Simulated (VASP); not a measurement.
**GaCo: single point with LDA**

Crystal: GaCo.

```xyz
2
Lattice="3.1002 0.0000 0.0000 0.0000 3.1002 0.0000 0.0000 0.0000 3.1002" Properties=species:S:1:pos:R:3 pbc="T T T"
Ga    1.5501    1.5501    1.5501
Co    0.0000    0.0000    0.0000
```

This cell differs from its parent crystal: volume scaled by 1.25.

```json
{
  "Program": "VASP 6.6.1",
  "Task": "single point",
  "Functional": "LDA",
  "Potentials or basis": "VASP PAW LDA potentials, release 64 (Ga_d, Co)",
  "Cutoff": "520 eV",
  "k mesh": "11 × 11 × 11",
  "Occupations": "fermi-dirac, width 0.08 eV",
  "Spin": "no spin polarisation"
}
```

The pressure is -31.1 GPa and the band gap on the k mesh is zero (band 11 reaches 7.07 eV, above the bottom of band 12 at 6.59 eV).

Levels at points of the mesh, in eV from the Fermi level:
```csv
k point,band 9,band 10,band 11,band 12,band 13,band 14
"(0.00, 0.00, 0.00)",-0.46,-0.46,-0.46,4.53,4.53,4.53
```

It took 7 s on 1 thread of Intel(R) Xeon(R) 6975P-C (Granite Rapids), on a shared host, peak memory 0.15 GiB.

 Spin polarisation is off, so any magnetic state and its effect on volume and gap are missing.
